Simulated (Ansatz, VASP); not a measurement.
Ta in VASP and in Ansatz

```
Ta
1.0
     2.91382    0.00000    0.00000
    -1.45691    2.52344    0.00000
     0.00000    0.00000    5.33614
Ta
2
Direct
  0.33333 0.66667 0.25000
  0.66667 0.33333 0.75000
```

Alike in both runs: functional PBE; k mesh 16 × 16 × 9; occupations fermi-dirac, width 0.05 eV; no spin polarisation.

Ansatz relaxed the structure, and its values are those at the end. VASP's run is a single point on that final structure, the one shown.

|  | VASP | Ansatz |
| --- | --- | --- |
| version | VASP 6.6.1 | Ansatz 0.2.0 |
| potentials or method | VASP PAW PBE potentials, release 64 (Ta_pv), cutoff 520 eV | all-electron LAPW, non-relativistic |

|  | VASP | Ansatz | Ansatz less VASP |
| --- | --- | --- | --- |
| pressure (GPa) | -7.4 | 0.0 | +7.41 |

Ansatz ran all-electron here, and VASP with PAW potentials.

Neither program's run includes spin-orbit coupling.
